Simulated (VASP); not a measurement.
AlGaN2: single point with LDA

AlGaN2:

```
Al Ga N
1.0
     3.23990    0.00000    0.00000
     0.00000    3.23990    0.00000
     0.00000    0.00000    4.17284
Al Ga N
1 1 2
Direct
  0.50000 0.50000 0.50000
  0.00000 0.00000 0.00000
  0.50000 0.00000 0.73855
  0.00000 0.50000 0.26145
```

This cell differs from its parent crystal: biaxial strain in the a-b plane: +4.0 %, then relaxed in part.

```json
{
 "Program": "VASP 6.6.1",
 "Task": "single point",
 "Functional": "LDA",
 "Potentials or basis": "VASP PAW LDA potentials, release 64 (Al, Ga_d, N)",
 "Cutoff": "520 eV",
 "k mesh": "8 × 8 × 6",
 "Occupations": "gaussian, width 0.02 eV",
 "Spin": "no spin polarisation",
 "Dipole correction": "no",
 "Further INCAR settings": "ALGO = Normal; EDIFF = 1e-07; NBANDS = 21"
}
```

The pressure is -5.6 GPa and the largest force is 0.027 eV/Å. The band gap on the k mesh is 2.83 eV, direct.

Forces in eV/Å, atoms in the order of the input:
```
Al   0.000  0.000  0.000
Ga   0.000  0.000  0.000
N    0.000  0.000 -0.027
N    0.000  0.000  0.027
```

Stress tensor (GPa, compression positive):
```
-8.78  0.00  0.00
 0.00 -8.78  0.00
 0.00  0.00  0.70
```

Levels at points of the mesh, in eV from the valence-band top:
```csv
k point,band 11,band 12,band 13,band 14,band 15,band 16
"(0.00, 0.00, 0.00)",-0.09,-0.09,0.00,2.83,3.26,6.46
"(0.50, 0.00, 0.00)",-2.45,-1.30,-1.08,6.75,6.85,7.38
"(0.50, 0.50, 0.00)",-2.00,-2.00,-1.98,3.46,3.46,6.74
"(0.00, 0.00, 0.50)",-1.82,-1.28,-1.28,5.35,5.62,7.39
"(0.50, 0.00, 0.50)",-0.88,-0.61,-0.23,4.94,6.20,9.07
"(0.50, 0.50, 0.50)",-3.28,-3.27,-3.27,6.69,6.69,8.73
```

It took 23 s on 1 thread of Intel(R) Xeon(R) Platinum 8375C CPU @ 2.90GHz (Ice Lake), with other jobs on the host, peak memory 0.17 GiB.

Caveat: the cell differs from its parent crystal (biaxial strain in the a-b plane: +4.0 %, then relaxed in part). A k mesh can miss the band edges.
